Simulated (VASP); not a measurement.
# NaF (Fm-3m) in VASP: further runs, part 2 of 2

VASP 6.6.1. Earlier steps stand in the parts before.

## (3) Single point, PBEsol

This run uses another cell than the first one, of 12.49 Å³/atom.

Input file INCAR:

```
SYSTEM = NaF
PREC     = Accurate       ! precision mode
ENCUT    = 520            ! plane-wave cutoff, eV
EDIFF    = 1E-7           ! SCF threshold, eV
ISMEAR   = 0              ! smearing method
SIGMA    = 0.05           ! smearing width, eV
LREAL    = .FALSE.        ! projectors in reciprocal space
LASPH    = .TRUE.         ! aspherical terms in the spheres
NELM     = 60             ! most SCF steps
ALGO     = Normal         ! electronic algorithm
ISIF     = 2              ! what is computed and relaxed
LWAVE    = .FALSE.        ! write WAVECAR
LCHARG   = .TRUE.         ! write CHGCAR
GGA      = PS             ! functional
LELF     = .TRUE.         ! ELF
LVHAR    = .TRUE.       
NBANDS   = 14             ! bands
```

Input file KPOINTS:

```
regular mesh
0
G
  10 10 10
  0 0 0
```

Input file POSCAR:

```
NaF
1.0
    0.0000000000      2.3200000000      2.3200000000
    2.3200000000      0.0000000000      2.3200000000
    2.3200000000      2.3200000000      0.0000000000
Na F
1 1
Direct
    0.0000000000      0.0000000000      0.0000000000
    0.5000000000      0.5000000000      0.5000000000
```

Potentials or basis: VASP PAW PBE potentials, release 64 (Na_pv, F).

On the command line:

```console
$ cat potpaw_PBE.64/Na_pv/POTCAR potpaw_PBE.64/F/POTCAR > POTCAR
$ mpirun -np 1 vasp_std > vasp.out
```

OUTCAR:

```text
SYSTEM = NaF
   PREC = Accurate
   ENCUT = 520
   EDIFF = 1E-7
   ISMEAR = 0
   LREAL = .FALSE.
   LASPH = .TRUE.
   NELM = 60
   ISIF = 2
   GGA = PS

 ion  position               nearest neighbor table
   1  0.000  0.000  0.000-   2 2.32   2 2.32   2 2.32   2 2.32   2 2.32   2 2.32
   2  0.500  0.500  0.500-   1 2.32   1 2.32   1 2.32   1 2.32   1 2.32   1 2.32

  LATTYP: Found a face centered cubic cell.
 ALAT       =     4.6400000000

  Lattice vectors:

 A1 = (   0.0000000000,   2.3200000000,   2.3200000000)
 A2 = (   2.3200000000,   0.0000000000,   2.3200000000)
 A3 = (   2.3200000000,   2.3200000000,   0.0000000000)

Analysis of symmetry for initial positions (statically):
=====================================================================
 Subroutine PRICEL returns:
 Original cell was already a primitive cell.

 Routine SETGRP: Setting up the symmetry group for a
 face centered cubic supercell.

 Subroutine GETGRP returns: Found 48 space group operations
 (whereof 48 operations were pure point group operations)
 out of a pool of 48 trial point group operations.

The static configuration has the point symmetry O_h .

Analysis of symmetry for dynamics (positions and initial velocities):
=====================================================================
 Subroutine PRICEL returns:
 Original cell was already a primitive cell.

 Routine SETGRP: Setting up the symmetry group for a
 face centered cubic supercell.

 Subroutine GETGRP returns: Found 48 space group operations
 (whereof 48 operations were pure point group operations)
 out of a pool of 48 trial point group operations.

The dynamic configuration has the point symmetry O_h .

 Subroutine INISYM returns: Found 48 space group operations
 (whereof 48 operations are pure point group operations),
 and found     1 'primitive' translations

----------------------------------------------------------------------------------------

                                     Primitive cell

  volume of cell :      24.9743

  direct lattice vectors                    reciprocal lattice vectors
     0.000000000  2.320000000  2.320000000    -0.215517241  0.215517241  0.215517241
[... 121 lines left out ...]
 maximum number of plane-waves:       692
   NGX = 13   NGY = 13   NGZ = 13

 number of electron      13.9999982 magnetization

 Free energy of the ion-electron system (eV)
  ---------------------------------------------------
  ext. energy  EPLUGINS =         0.00000000
  ---------------------------------------------------
  free energy    TOTEN  =        -8.76879806 eV

  energy without entropy =       -8.76879806  energy(sigma->0) =       -8.76879806

 E-fermi :  -1.9529     XC(G=0):  -9.3144

 val. band max:       -2.1932225453   @ k =   0.0000   0.0000   0.0000
 cond. band min:       3.9481920409   @ k =   0.0000   0.0000   0.0000
 fundamental gap:      6.1414145861
 Fermi energy:        -1.9529343111

 k-point     1 :       0.0000    0.0000    0.0000
  band No.  band energies     occupation
      1     -21.2431      2.00000
      2     -20.9739      2.00000
      3     -20.9739      2.00000
      4     -20.9739      2.00000
      5      -2.1932      2.00000
      6      -2.1932      2.00000
      7      -2.1932      2.00000
      8       3.9482      0.00000
      9      16.6233      0.00000
     10      16.6233      0.00000
     11      16.6233      0.00000
     12      19.2988      0.00000
     13      21.6809      0.00000
     14      21.6809      0.00000
[... 377 lines left out ...]
      1     -21.4882      2.00000
      2     -21.0225      2.00000
      3     -21.0144      2.00000
      4     -20.6036      2.00000
      5      -3.3851      2.00000
      6      -2.5798      2.00000
      7      -2.5230      2.00000
      8       8.2158      0.00000
      9      11.4371      0.00000
     10      14.3875      0.00000
     11      17.2435      0.00000
     12      17.2806      0.00000
     13      23.0841      0.00000
     14      24.3152      0.00000

 [... further k-points ...]

------------------------ aborting loop because EDIFF is reached ----------------------------------------

  FORCE on cell =-STRESS in cart. coord.  units (eV):
  Direction    XX          YY          ZZ          XY          YZ          ZX
  --------------------------------------------------------------------------------------
  -------------------------------------------------------------------------------------
  Total       -0.0538395     -0.0538395     -0.0538395      0.0000000      0.0000000     -0.0000000
  in kB       -3.4539656     -3.4539656     -3.4539656      0.0000000      0.0000000     -0.0000000
  external PRESSURE =      -3.4539656 kB  Pullay stress =       0.0000000 kB

 VOLUME and BASIS-vectors are now :
 -----------------------------------------------------------------------------
  energy-cutoff  :      520.00
  volume of cell :       24.97
      direct lattice vectors                 reciprocal lattice vectors
     0.000000000  2.320000000  2.320000000    -0.215517241  0.215517241  0.215517241
     2.320000000  0.000000000  2.320000000     0.215517241 -0.215517241  0.215517241
     2.320000000  2.320000000  0.000000000     0.215517241  0.215517241 -0.215517241

 POSITION                                       TOTAL-FORCE (eV/Angst)
 -----------------------------------------------------------------------------------
      0.00000      0.00000      0.00000        -0.000000     -0.000000     -0.000000
      2.32000      2.32000      2.32000         0.000000      0.000000      0.000000
 -----------------------------------------------------------------------------------
    total drift:                                0.000000     -0.000000      0.000000

  FREE ENERGIE OF THE ION-ELECTRON SYSTEM (eV)
  ---------------------------------------------------
  free  energy   TOTEN  =        -8.7687980558 eV

  energy  without entropy=       -8.7687980558  energy(sigma->0) =       -8.76879806
```

stdout:

```text
POSCAR found type information on POSCAR NaF
 POSCAR found :  2 types and       2 ions
 scaLAPACK will be used
 -----------------------------------------------------------------------------
|                                                                             |
|                                                                             |
|     You enforced a specific xc type in the INCAR file but a different       |
|     I HOPE YOU KNOW WHAT YOU ARE DOING!                                     |
|                                                                             |
 -----------------------------------------------------------------------------

 LDA part: xc-table for (Slater+PW92), standard interpolation
 POSCAR, INCAR and KPOINTS ok, starting setup
 FFT: planning ... GRIDC
 FFT: planning ... GRID_SOFT
 FFT: planning ... GRID
 WAVECAR not read
 entering main loop
```

Wall time 13 s (1 thread of Intel Xeon 8259CL, shared host); peak memory 0.14 GiB.

Results:

| Item | Value |
| --- | --- |
| Free energy | -8.7688 eV |
| Pressure | -0.3 GPa |
| Band gap on the k mesh | 6.14 eV |

Levels at points of the mesh, in eV from the valence-band top:
| k point | band 5 | band 6 | band 7 | band 8 | band 9 | band 10 |
| --- | --- | --- | --- | --- | --- | --- |
| (0.00, 0.00, 0.00) | 0.00 | 0.00 | 0.00 | 6.14 | 18.82 | 18.82 |
| (0.50, 0.00, 0.00) | -1.61 | -0.26 | -0.26 | 10.58 | 12.30 | 19.94 |
| (0.50, 0.50, 0.00) | -1.29 | -0.41 | -0.41 | 12.95 | 13.08 | 13.49 |

Caveat: the PAW data sets were made with another functional, which shifts forces and pressure a little. A hybrid or GW would open this gap; PBEsol tends to underestimate it.
